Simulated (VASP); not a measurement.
# Pd in VASP: a series of runs

Runs on Pd. Level: PBE. Tasks: single point.

All numbers are computed with VASP 6.6.1; they aren't measurements. Logs are shortened: lines on timing, memory, paths and dates and some standing lists are left out, and cuts for length are marked.

**1. The cell of the first run**

The cell holds a slab with vacuum, 6 atoms: a = 2.790 Å, b = 3.946 Å, c = 22.976 Å, α = 90.00°, β = 90.00°, γ = 90.00°.

**2. Single point, PBE**

Input file INCAR:

```
SYSTEM = Pd
ALGO = Normal ; DIPOL = 0.5 0.5 0.500
EDIFF = 1E-7 ; ENCUT = 520
GGA = PE ; IDIPOL = 3
ISIF = 2 ; ISMEAR = -1
LASPH = .True. ; LCHARG = .True.
LDIPOL = .True. ; LELF = .True.
LREAL = .False. ; LVACPOTAV = .True.
LVHAR = .True. ; LWAVE = .False.
NBANDS = 39 ; NELM = 100
PREC = Accurate ; SIGMA = 0.1
```

Input file KPOINTS:

```
k-points
0
Gamma
  12 8 1
  0 0 0
```

Input file POSCAR:

```
Pd
1.0
    2.7903171770      0.0000000000      0.0000000000
    0.0000000000      3.9461043950      0.0000000000
    0.0000000000      0.0000000000     22.9758000000
Pd
6
Direct
    0.2500000000      0.2500000000      0.3520253993
    0.7500000000      0.7500000000      0.4072897129
    0.2500000000      0.2500000000      0.4700204948
    0.7500000000      0.7500000000      0.5299795078
    0.2500000000      0.2500000000      0.5927102865
    0.7500000000      0.7500000000      0.6479745987
```

Potentials or basis: VASP PAW PBE potentials, release 64 (Pd).

Launch:

```sh
cat potpaw_PBE.64/Pd/POTCAR > POTCAR
mpirun -np 1 vasp_std > vasp.out
```

OUTCAR:

```text
SYSTEM = Pd
   EDIFF = 1E-7
   ENCUT = 520
   GGA = PE
   ISIF = 2
   ISMEAR = -1
   LASPH = .True.
   LREAL = .False.
   NELM = 100
   PREC = Accurate

 ion  position               nearest neighbor table
   1  0.250  0.250  0.352-   3 2.71   2 2.73   2 2.73   2 2.73   2 2.73
   2  0.750  0.750  0.407-   1 2.73   1 2.73   1 2.73   1 2.73   3 2.81   3 2.81   3 2.81   3 2.81
                             4 2.82
   3  0.250  0.250  0.470-   1 2.71   4 2.78   4 2.78   4 2.78   4 2.78   2 2.81   2 2.81   2 2.81
                             2 2.81   5 2.82
   4  0.750  0.750  0.530-   6 2.71   3 2.78   3 2.78   3 2.78   3 2.78   5 2.81   5 2.81   5 2.81
                             5 2.81   2 2.82
   5  0.250  0.250  0.593-   6 2.73   6 2.73   6 2.73   6 2.73   4 2.81   4 2.81   4 2.81   4 2.81
                             3 2.82
   6  0.750  0.750  0.648-   4 2.71   5 2.73   5 2.73   5 2.73   5 2.73

  LATTYP: Found a simple orthorhombic cell.
 ALAT       =     2.7903171770
 B/A-ratio  =     1.4142135624
 C/A-ratio  =     8.2341176800

  Lattice vectors:

 A1 = (   2.7903171770,   0.0000000000,   0.0000000000)
 A2 = (   0.0000000000,   3.9461043950,   0.0000000000)
 A3 = (   0.0000000000,   0.0000000000,  22.9758000000)

Analysis of symmetry for initial positions (statically):
=====================================================================
 Subroutine PRICEL returns:
 Original cell was already a primitive cell.

 Routine SETGRP: Setting up the symmetry group for a
 simple orthorhombic supercell.

 Subroutine GETGRP returns: Found  8 space group operations
 (whereof  2 operations were pure point group operations)
 out of a pool of  8 trial point group operations.

The static configuration has the point symmetry S_2 .
 The point group associated with its full space group is D_2h.

Analysis of symmetry for dynamics (positions and initial velocities):
=====================================================================
 Subroutine PRICEL returns:
 Original cell was already a primitive cell.

 Routine SETGRP: Setting up the symmetry group for a
 simple orthorhombic supercell.

 Subroutine GETGRP returns: Found  8 space group operations
 (whereof  2 operations were pure point group operations)
 out of a pool of  8 trial point group operations.

The dynamic configuration has the point symmetry S_2 .
 The point group associated with its full space group is D_2h.

 Subroutine INISYM returns: Found  8 space group operations
 (whereof  2 operations are pure point group operations),
 and found     1 'primitive' translations

----------------------------------------------------------------------------------------

                                     Primitive cell

  volume of cell :     252.9838

  direct lattice vectors                    reciprocal lattice vectors
     2.790317177  0.000000000  0.000000000     0.358382197  0.000000000  0.000000000
     0.000000000  3.946104395  0.000000000     0.000000000  0.253414482  0.000000000
     0.000000000  0.000000000 22.975800000     0.000000000  0.000000000  0.043524056

  length of vectors
     2.790317177  3.946104395 22.975800000     0.358382197  0.253414482  0.043524056

  position of ions in fractional coordinates (direct lattice)
     0.250000000  0.250000000  0.352025399
     0.750000000  0.750000000  0.407289713
     0.250000000  0.250000000  0.470020495
     0.750000000  0.750000000  0.529979508
     0.250000000  0.250000000  0.592710287
     0.750000000  0.750000000  0.647974599

  ion indices of the primitive-cell ions
   primitive index   ion index
                 1           1
                 2           2
                 3           3
                 4           4
                 5           5
                 6           6

----------------------------------------------------------------------------------------

 KPOINTS: k-points

Automatic generation of k-mesh.
 Grid dimensions read from file:
 generate k-points for:   12    8    1

 Generating k-lattice:

  Cartesian coordinates                     Fractional coordinates (reciprocal lattice)
     0.029865183  0.000000000  0.000000000     0.083333333  0.000000000  0.000000000
     0.000000000  0.031676810  0.000000000     0.000000000  0.125000000  0.000000000
     0.000000000  0.000000000  0.043524056     0.000000000  0.000000000  1.000000000

  Length of vectors
     0.029865183  0.031676810  0.043524056

  Shift w.r.t. Gamma in fractional coordinates (k-lattice)
     0.000000000  0.000000000  0.000000000

 Subroutine IBZKPT returns following result:
 ===========================================

 Found     35 irreducible k-points:

 Following reciprocal coordinates:
            Coordinates               Weight
  0.000000  0.000000  0.000000      1.000000
  0.083333  0.000000  0.000000      2.000000
  0.166667  0.000000  0.000000      2.000000
  0.250000  0.000000  0.000000      2.000000
  0.333333  0.000000  0.000000      2.000000
  0.416667  0.000000  0.000000      2.000000
[... 16 lines left out ...]
  0.083333  0.375000  0.000000      4.000000
  0.166667  0.375000  0.000000      4.000000
 [... further k-points ...]
   k-points           NKPTS =     35   k-points in BZ     NKDIM =     35   number of bands    NBANDS=     39
   number of dos      NEDOS =    301   number of ions     NIONS =      6
   total plane-waves  NPLWV = 129600
   dimension x,y,z NGX =    24 NGY =   30 NGZ =  180
   dimension x,y,z NGXF=    48 NGYF=   60 NGZF=  360
   ions per type =               6
   NGX,Y,Z   is equivalent  to a cutoff of  14.30, 12.64, 13.02 a.u.
   NGXF,Y,Z  is equivalent  to a cutoff of  28.60, 25.28, 26.05 a.u.
 SYSTEM =  Pd
   PREC   = accura    normal or accurate (medium, high low for compatibility)
   ISTART =      0    job   : 0-new  1-cont  2-samecut
   ICHARG =      2    charge: 1-file 2-atom 10-const
   ISPIN  =      1    spin polarized calculation?
   LNONCOLLINEAR =      F non collinear calculations
   LSORBIT =      F    spin-orbit coupling
   LASPH  =      T    aspherical Exc in radial PAW
   ENCUT  =  520.0 eV  38.22 Ry    6.18 a.u.   5.19  7.34 42.72*2*pi/ulx,y,z
   NELM   =    100;   NELMIN=  2; NELMDL= -5     # of ELM steps
   EDIFF  = 0.1E-06   stopping-criterion for ELM
   LREAL  =      F    real-space projection
   EDIFFG = 0.1E-05   stopping-criterion for IOM
   NSW    =      0    number of steps for IOM
   IBRION =     -1    ionic relax: 0-MD 1-quasi-New 2-CG
   NFREE  =      0    steps in history (QN), initial steepest desc. (CG)
   ISIF   =      2    stress and relaxation
   ISYM   =      2    0-nonsym 1-usesym 2-fastsym
   POTIM  = 0.5000    time-step for ionic-motion
   TEBEG  =    0.0;   TEEND  =   0.0 temperature during run
   PSTRESS=    0.0 pullay stress
   NELECT =      60.0000    total number of electrons
   NUPDOWN=      -1.0000    fix difference up-down
   EMIN   =  10.00;   EMAX   =-10.00  energy-range for DOS
   EFERMI =   0.00;   METHOD = LEGACY
   ISMEAR =    -1;   SIGMA  =   0.10  broadening in eV -4-tet -1-fermi 0-gaus
   EFERMI_NEDOS =   21; number of points for ismear=-14 and -15
   IALGO  =     38    algorithm
   IMIX   =      4    mixing-type and parameters
     AMIX     =   0.40;   BMIX     =  1.00
     AMIX_MAG =   1.60;   BMIX_MAG =  1.00
  volume/ion in A,a.u.               =      42.16       284.54
  Fermi-wavevector in a.u.,A,eV,Ry     =   1.013354  1.914961 13.971624  1.026885
  Thomas-Fermi vector in A             =   2.146517
   LORBIT       =      0    0 simple, 1 ext, 2 COOP (PROOUT), +10 PAW based schemes
   GGA     = PE    functional components
   LHFCALC =     F    Hartree Fock is set to
   AEXX    =    0.0000 exact exchange contribution
   IVDW    =     0    specifies the selected vdW correction
   LEPSILON=     F    determine dielectric tensor
   LRPA    =     F    only Hartree local field effects (RPA)
 non-spin polarized calculation
  energy-cutoff  :      520.00
  volume of cell :      252.98
 maximum number of plane-waves:      6876
 NGX is ok and might be reduce to    24
   NGX = 11   NGY = 15   NGZ = 85

 dipolmoment           0.000000      0.000000      0.000000 electrons x Angstroem

 number of electron      60.0000008 magnetization

 dipolmoment           0.000000      0.000000     -0.000000 electrons x Angstroem

 Free energy of the ion-electron system (eV)
  ---------------------------------------------------
  ext. energy  EPLUGINS =         0.00000000
  ---------------------------------------------------
  free energy    TOTEN  =       -29.33075001 eV

  energy without entropy =      -28.89911746  energy(sigma->0) =      -29.11493373

 E-fermi :   0.2954     XC(G=0):  -5.4961

 val. band max:        0.2757339992   @ k =   0.4167   0.2500   0.0000
 cond. band min:       0.3032570949   @ k =   0.0000   0.3750   0.0000
 fundamental gap:      0.0275230956
 Fermi energy:         0.2953633932

 k-point     1 :       0.0000    0.0000    0.0000
  band No.  band energies     occupation
      1      -6.0331      2.00000
      2      -4.8003      2.00000
      3      -4.5010      2.00000
      4      -4.1250      2.00000
      5      -4.0030      2.00000
      6      -3.5981      2.00000
[... 31 lines left out ...]
     38       5.1363      0.00000
     39       6.5005      0.00000

 k-point     2 :       0.0833    0.0000    0.0000
  band No.  band energies     occupation
      1      -5.8752      2.00000
      2      -4.6727      2.00000
      3      -4.3780      2.00000
      4      -4.0554      2.00000
      5      -3.8863      2.00000
      6      -3.5202      2.00000
[... 31 lines left out ...]
     38       5.2749      0.00000
     39       6.6446      0.00000

 k-point     3 :       0.1667    0.0000    0.0000
  band No.  band energies     occupation
      1      -5.4315      2.00000
      2      -4.3813      2.00000
      3      -4.0827      2.00000
      4      -3.8262      2.00000
      5      -3.7366      2.00000
      6      -3.3212      2.00000
[... 31 lines left out ...]
     38       6.2260      0.00000
     39       7.0634      0.00000

 k-point     4 :       0.2500    0.0000    0.0000
  band No.  band energies     occupation
      1      -4.8049      2.00000
      2      -4.1956      2.00000
      3      -3.9055      2.00000
      4      -3.8529      2.00000
      5      -3.6553      2.00000
      6      -3.6544      2.00000
[... 31 lines left out ...]
     38       7.6995      0.00000
     39       7.7078      0.00000
[... 754 lines left out ...]
     38       3.8495      0.00000
     39       6.2375      0.00000

 k-point    23 :       0.0833    0.3750    0.0000
  band No.  band energies     occupation
      1      -4.6107      2.00000
      2      -4.3987      2.00000
      3      -4.2428      2.00000
      4      -3.9282      2.00000
      5      -3.6297      2.00000
      6      -3.5399      2.00000
[... 31 lines left out ...]
     38       4.1197      0.00000
     39       6.3703      0.00000

 k-point    24 :       0.1667    0.3750    0.0000
  band No.  band energies     occupation
      1      -4.2925      2.00000
      2      -4.0573      2.00000
      3      -3.9302      2.00000
      4      -3.5471      2.00000
      5      -3.4615      2.00000
      6      -3.2255      2.00000
[... 31 lines left out ...]
     38       4.8484      0.00000
     39       6.7645      0.00000

 [... further k-points ...]

------------------------ aborting loop because EDIFF is reached ----------------------------------------

  FORCE on cell =-STRESS in cart. coord.  units (eV):
  Direction    XX          YY          ZZ          XY          YZ          ZX
  --------------------------------------------------------------------------------------
  -------------------------------------------------------------------------------------
  Total       -2.4141453     -1.5360404     -0.1696565     -0.0000000      0.0000000      0.0000000
  in kB      -15.2890745     -9.7279302     -1.0744553     -0.0000000      0.0000000      0.0000000
  external PRESSURE =      -8.6971533 kB  Pullay stress =       0.0000000 kB

 VOLUME and BASIS-vectors are now :
 -----------------------------------------------------------------------------
  energy-cutoff  :      520.00
  volume of cell :      252.98
      direct lattice vectors                 reciprocal lattice vectors
     2.790317177  0.000000000  0.000000000     0.358382197  0.000000000  0.000000000
     0.000000000  3.946104395  0.000000000     0.000000000  0.253414482  0.000000000
     0.000000000  0.000000000 22.975800000     0.000000000  0.000000000  0.043524056

 POSITION                                       TOTAL-FORCE (eV/Angst)
 -----------------------------------------------------------------------------------
      0.69758      0.98653      8.08807        -0.000000     -0.000000      0.020600
      2.09274      2.95958      9.35781         0.000000      0.000000     -0.003054
      0.69758      0.98653     10.79910         0.000000      0.000000     -0.005683
      2.09274      2.95958     12.17670         0.000000      0.000000      0.005683
      0.69758      0.98653     13.61799        -0.000000      0.000000      0.003054
      2.09274      2.95958     14.88773         0.000000      0.000000     -0.020600
 -----------------------------------------------------------------------------------
    total drift:                                0.000000      0.000000     -0.000004

  FREE ENERGIE OF THE ION-ELECTRON SYSTEM (eV)
  ---------------------------------------------------
  free  energy   TOTEN  =       -29.3307500086 eV

  energy  without entropy=      -28.8991174592  energy(sigma->0) =      -29.11493373

 vacuum level on the upper side and lower side of the slab         5.069         5.069
```

It took 15 min on 1 thread of Oxide Virtual Turin-like, shared host; peak memory 0.46 GiB.

What came out:

| Item | Value |
| --- | --- |
| Free energy | -29.3308 eV |
| Largest force | 0.021 eV/Å |
| Band gap on the k mesh | zero (bands 30 and 31 overlap by 0.39 eV) |

Forces on the atoms (eV/Å):
```
Pd   0.000  0.000  0.021
Pd   0.000  0.000 -0.003
Pd   0.000  0.000 -0.006
Pd   0.000  0.000  0.006
Pd   0.000  0.000  0.003
Pd   0.000  0.000 -0.021
```

Levels at points of the mesh, in eV from the Fermi level:
```
           k point  band 28  band 29  band 30  band 31  band 32  band 33
(0.00, 0.00, 0.00)    -0.57    -0.27    -0.18    -0.04     0.03     0.24
(0.50, 0.00, 0.00)    -0.03     0.15     0.15     2.39     2.39     2.89
(0.00, 0.50, 0.00)    -0.36    -0.16    -0.16     0.01     0.01     0.19
(0.50, 0.50, 0.00)    -0.03     0.10     0.10     2.12     2.12     4.32
```

**3. Single point, PBE**

Input file INCAR:

```
SYSTEM = Pd
ALGO = Normal
DIPOL = 0.5 0.5 0.500
EDIFF = 1E-6
ENCUT = 520
GGA = PE
IDIPOL = 3
ISIF = 2
ISMEAR = -1
LASPH = .True.
LCHARG = .True.
LDIPOL = .True.
LELF = .True.
LREAL = .False.
LVACPOTAV = .True.
LVHAR = .True.
LWAVE = .False.
NBANDS = 39
NELM = 80
PREC = Accurate
SIGMA = 0.1
```

KPOINTS is that of step 2.

POSCAR, as its differences from that of step 2:

```diff
@@ -12,3 +12,3 @@
     0.7500000000      0.7500000000      0.5299795078
-    0.2500000000      0.2500000000      0.5927102865
-    0.7500000000      0.7500000000      0.6479745987
+    0.2500000000      0.2500000000      0.5927102866
+    0.7500000000      0.7500000000      0.6479745986
```

Potentials or basis: VASP PAW PBE potentials, release 64 (Pd).

Launch:

```sh
cat potpaw_PBE.64/Pd/POTCAR > POTCAR
mpirun -np 1 vasp_std > vasp.out
```

Run time: 16 min. Hardware: 1 thread of Oxide Virtual Turin-like, shared host; peak memory 0.47 GiB.

The run converged. Its results:

```yaml
Free_energy: -29.3307 eV
Largest_force: 0.021 eV/Å
Band_gap_on_the_k_mesh: zero (bands 30 and 31 overlap by 0.39 eV)
```

Forces on the atoms (eV/Å):
```
Pd   0.000  0.000  0.021
Pd   0.000  0.000 -0.003
Pd   0.000  0.000 -0.006
Pd   0.000  0.000  0.006
Pd   0.000  0.000  0.003
Pd   0.000  0.000 -0.021
```

Levels at points of the mesh, in eV from the Fermi level:
```
           k point  band 27  band 28  band 29  band 30  band 31  band 32  band 33  band 34
(0.00, 0.00, 0.00)    -0.58    -0.57    -0.27    -0.18    -0.04     0.03     0.24     1.33
(0.50, 0.00, 0.00)    -0.03    -0.03     0.15     0.15     2.39     2.39     2.89     2.89
(0.00, 0.50, 0.00)    -0.36    -0.36    -0.16    -0.16     0.01     0.01     0.19     0.19
(0.50, 0.50, 0.00)    -0.03    -0.03     0.10     0.10     2.12     2.12     4.32     4.32
```
